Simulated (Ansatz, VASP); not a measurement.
## B in VASP and in Ansatz

INCAR

```
PREC     = Accurate       # precision mode
ENCUT    = 600            # plane-wave cutoff, eV
EDIFF    = 1E-6           # SCF threshold, eV
ISMEAR   = -1             # smearing method
SIGMA    = 0.1            # smearing width, eV
LREAL    = False          # projectors in reciprocal space
LASPH    = True           # aspherical terms in the spheres
NELM     = 80             # most SCF steps
ALGO     = Normal         # electronic algorithm
ISIF     = 3              # what is computed and relaxed
LWAVE    = False          # write WAVECAR
LCHARG   = False          # write CHGCAR
GGA      = B5             # functional
ALDAX    = 1.0          
AGGAX    = 1.0          
AGGAC    = 1.0          
ALDAC    = 0.0          
IBRION   = 2              # ionic algorithm
NSW      = 80             # ionic steps
EDIFFG   = -0.01          # ionic threshold
```

KPOINTS

```
regular mesh
0
Gamma
  18 18 18
```

File POSCAR:

```
B
1.0
   -1.1789190289      1.1789190289      1.1789190289
    1.1789190289     -1.1789190289      1.1789190289
    1.1789190289      1.1789190289     -1.1789190289
B
1
Direct
    0.0000000000      0.0000000000      0.0000000000
```

Input for Ansatz:

```yaml
crystal:
  lattice:
    - [-1.1789190289, 1.1789190289, 1.1789190289]
    - [1.1789190289, -1.1789190289, 1.1789190289]
    - [1.1789190289, 1.1789190289, -1.1789190289]
  atoms:
    - { symbol: B, position: [0.0, 0.0, 0.0] }
hamiltonian:
  xc: blyp
  pseudopotentials:
    kind: paw
    azcp:
      B: "pseudopotentials/B.paw.azcp"
basis:
  ecutwfc: 420
  fft_grid_basis: typed
kpoints:
  mp_grid: { grid: [18, 18, 18], shift: [0, 0, 0] }
magnetization:
  spin_polarized: false
scf:
  occupations: { method: fermi_dirac, width: 0.1 }
relax:
  max_steps: 60
  f_tol: 0.01
  cell: {}
output:
  write_density: true
  write_potential: true
  elf: true
  volumetric_format: npy
```

Alike in both runs: task relaxation of cell and atoms; functional BLYP; k mesh 18 × 18 × 18; occupations fermi-dirac, width 0.1 eV; no spin polarisation.

|  | VASP | Ansatz |
| --- | --- | --- |
| version | VASP 6.6.1 | Ansatz 0.2.0 |
| potentials or method | VASP PAW PBE potentials, release 64 (B), cutoff 600 eV | plane waves (420 eV) with PAW, scalar-relativistic |
| valence electrons in the cell | 3 | 3 |

```tsv
	VASP	Ansatz	Ansatz less VASP
relaxed volume (Å³/atom)	6.45	6.45	+0.001
relaxed cell length with the largest relative difference (Å)	2.031	2.031	+0.0001
```

VASP's potentials were made for PBE, not for BLYP.
